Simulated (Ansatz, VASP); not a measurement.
Ir3C2 in VASP and in Ansatz

INCAR

```
SYSTEM = Ir3C2
  ALGO = Normal
  EDIFF = 1E-7
  EDIFFG = -0.04
  ENCUT = 600
  GGA = PE
  GGA_COMPAT = .False.
  IBRION = 2
  ISIF = 3
  ISMEAR = 0
  LASPH = .True.
  LCHARG = .False.
  LREAL = .False.
  LWAVE = .False.
  NELM = 120
  NELMIN = 4
  NSW = 90
  PREC = Accurate
  SIGMA = 0.1
```

KPOINTS

```
k-points
0
Gamma
  6 6 4
  0 0 0
```

The input POSCAR:

```
Ir3C2
1.0
    4.0138967965      0.0000000000      0.0000000000
   -2.0069483982      3.4761365939      0.0000000000
    0.0000000000      0.0000000000      4.6530088344
Ir C
3 2
Direct
    0.5000000000      0.0000000000      0.6394751757
    0.0000000000      0.5000000000      0.6394751757
    0.5000000000      0.5000000000      0.6394751757
    0.6666666667      0.3333333333      0.2929213859
    0.3333333333      0.6666666667      0.2929213859
```

Input for Ansatz:

```yaml
crystal:
  lattice:
    - [4.0138967965, 0.0, 0.0]
    - [-2.0069483982, 3.4761365939, 0.0]
    - [0.0, 0.0, 4.6530088344]
  atoms:
    - { symbol: Ir, position: [0.5, 0.0, 0.6394751757] }
    - { symbol: Ir, position: [0.0, 0.5, 0.6394751757] }
    - { symbol: Ir, position: [0.5, 0.5, 0.6394751757] }
    - { symbol: C, position: [0.6666666667, 0.3333333333, 0.2929213859] }
    - { symbol: C, position: [0.3333333333, 0.6666666667, 0.2929213859] }
basis:
  ecutwfc: 420
kpoints:
  mp_grid: { grid: [6, 6, 4] }
hamiltonian:
  xc: pbe
scf:
  occupations: { method: gaussian, width: 0.1 }
  lower_state_search: "off"
output:
  forces: true
  stress: true
  eigenvalues: true
relax:
  adjacent_minimum: "off"
  f_tol: 0.04
  max_steps: 70
  cell: { stress_tol: 0.4 }
```

Alike in both runs: task relaxation of cell and atoms; functional PBE; k mesh 6 × 6 × 4; occupations gaussian, width 0.1 eV; no spin polarisation.

|  | VASP | Ansatz |
| --- | --- | --- |
| version | VASP 6.6.1 | Ansatz 0.2.0 |
| potentials or method | VASP PAW PBE potentials, release 64 (Ir, C), cutoff 600 eV | scalar-relativistic, plane waves, PAW |
| valence electrons in the cell | 35 | 59 |

```csv
,VASP,Ansatz,Ansatz less VASP
"gap on the k mesh at the Fermi level, each at its own relaxed structure (eV)",none,none,-
relaxed volume (Å³/atom),14.77,14.80,+0.030
relaxed cell length with the largest relative difference (Å),2.752,2.743,-0.0088
```

A gap of «none» marks a metal or a gap that the smearing closes. VASP's potentials hold 35 valence electrons a cell and Ansatz's 59, so a difference there can come from the potentials and not from the codes.

Neither program's run includes spin-orbit coupling.
